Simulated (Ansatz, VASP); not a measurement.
**F in VASP and in Ansatz**

INCAR

```
SYSTEM = F
ALGO = Normal
EDIFF = 1E-6
ENCUT = 520
GGA = PS
ISIF = 2
ISMEAR = 0
LASPH = .TRUE.
LCHARG = .TRUE.
LELF = .TRUE.
LREAL = .FALSE.
LVHAR = .TRUE.
LWAVE = .FALSE.
NBANDS = 22
NELM = 80
PREC = Accurate
SIGMA = 0.05
```

File KPOINTS:

```
k-points
0
G
  4 4 2
  0 0 0
```

File POSCAR:

```
F
1.0
    3.0414923524     -1.7480498951     -0.2345861287
    3.0414923524      1.7480498951     -0.2345861287
   -2.2869699080      0.0000000000      7.0004610119
F
4
Direct
    0.0848459664      0.0848459664      0.0979998919
    0.9151540336      0.9151540336      0.9020001081
    0.5015719855      0.5015719855      0.5937195244
    0.4984280145      0.4984280145      0.4062804756
```

Input for Ansatz:

```yaml
crystal:
  lattice:
    - [3.0414923524, -1.7480498951, -0.2345861287]
    - [3.0414923524, 1.7480498951, -0.2345861287]
    - [-2.286969908, 0.0, 7.0004610119]
  atoms:
    - { symbol: F, position: [0.0848459664, 0.0848459664, 0.0979998919] }
    - { symbol: F, position: [0.9151540336, 0.9151540336, 0.9020001081] }
    - { symbol: F, position: [0.5015719855, 0.5015719855, 0.5937195244] }
    - { symbol: F, position: [0.4984280145, 0.4984280145, 0.4062804756] }
basis:
  ecutwfc: 520.0
kpoints:
  mp_grid: { grid: [4, 4, 2] }
hamiltonian:
  xc: pbesol
scf:
  occupations: { method: gaussian, width: 0.05 }
output:
  forces: true
  stress: true
  eigenvalues: true
```

Alike in both runs: task single point; functional PBEsol; k mesh 4 × 4 × 2; occupations gaussian, width 0.05 eV; no spin polarisation.

|  | VASP | Ansatz |
| --- | --- | --- |
| version | VASP 6.6.1 | Ansatz 0.2.0 |
| potentials or method | VASP PAW PBE potentials, release 64 (F), cutoff 520 eV | scalar-relativistic, plane waves, PAW |
| valence electrons in the cell | 28 | 28 |

VASP gave:

```
gap on the k mesh at the Fermi level (eV)                     : 2.94
least direct gap on the mesh (eV)                             : 3.06
pressure (GPa)                                                : 1.0
traceless stress, the component that is largest in VASP (GPa) : 2.66
rms of the force components (eV/Å)                            : 0.642
```

Problem. What did Ansatz give for the same quantities?

Solution. gap on the k mesh at the Fermi level (eV): 3.02; least direct gap on the mesh (eV): 3.14; pressure (GPa): 0.6; traceless stress, the component that is largest in VASP (GPa): 1.13; rms of the force components (eV/Å): 0.487.

VASP's potentials were made for PBE, not for PBEsol. Atom by atom the forces differ by 0.260 eV/Å (rms over components).

The k mesh is coarse, so the values compare programs but aren't converged.
